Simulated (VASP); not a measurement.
Write the native input for VASP 6.6.1 that does the following.

* Task: single point
* Functional: r2SCAN
* Potentials or basis: VASP PAW PBE potentials, release 64 (Rb_sv)
* Cutoff: 520 eV
* k mesh: 8 × 8 × 5
* Occupations: fermi-dirac, width 0.1 eV
* Spin: no spin polarisation
* Dipole correction: no
* Further INCAR settings: ALGO = Normal; EDIFF = 1e-07; NBANDS = 16

The system is Rb.

```
Rb
1.0
     4.96688    0.00000    0.00000
    -2.48344    4.30145    0.00000
     0.00000    0.00000    8.21633
Rb
2
Direct
  0.33333 0.66667 0.25000
  0.66667 0.33333 0.75000
```

This cell differs from its parent crystal: volume scaled by 0.92.

These files were run (other wordings do the same):

POSCAR

```
Rb
1.0
    4.9668849089      0.0000000000      0.0000000000
   -2.4834424545      4.3014485088      0.0000000000
    0.0000000000      0.0000000000      8.2163279702
Rb
2
Direct
    0.3333333333      0.6666666667      0.2500000000
    0.6666666667      0.3333333333      0.7500000000
```

INCAR.step1

```
SYSTEM = Rb
  ALGO = Normal
  EDIFF = 1E-4
  ENCUT = 520
  GGA = PE
  ISMEAR = -1
  LASPH = .TRUE.
  LCHARG = .FALSE.
  LREAL = .FALSE.
  LWAVE = .TRUE.
  NBANDS = 16
  NELM = 60
  PREC = Accurate
  SIGMA = 0.1
```

INCAR.step2

```
SYSTEM = Rb
  ALGO = Normal
  EDIFF = 1E-7
  ENCUT = 520
  ISIF = 2
  ISMEAR = -1
  ISTART = 1
  LASPH = .TRUE.
  LCHARG = .FALSE.
  LMIXTAU = .TRUE.
  LREAL = .FALSE.
  LWAVE = .FALSE.
  METAGGA = R2SCAN
  NBANDS = 16
  NELM = 60
  PREC = Accurate
  SIGMA = 0.1
```

KPOINTS

```
k-points
0
G
  8 8 5
  0 0 0
```

Potentials or basis: VASP PAW PBE potentials, release 64 (Rb_sv).

Run with:

```sh
$ cat potpaw_PBE.64/Rb_sv/POTCAR > POTCAR
$ cp INCAR.step1 INCAR
$ mpirun -np 1 vasp_std > vasp.out
$ cp INCAR.step2 INCAR
$ mpirun -np 1 vasp_std > vasp.out
```

It gave:

```yaml
Pressure: 0.3 GPa
Band_gap_on_the_k_mesh: zero (band 9 reaches 0.95 eV, above the bottom of band 10 at -0.97 eV)
```

Caveat: the PAW data sets were made with another functional, which shifts forces and pressure a little.

Wall time 3.6 min on 1 thread of Intel(R) Xeon(R) Platinum 8488C (Sapphire Rapids), with other jobs on the host, peak memory 0.37 GiB.
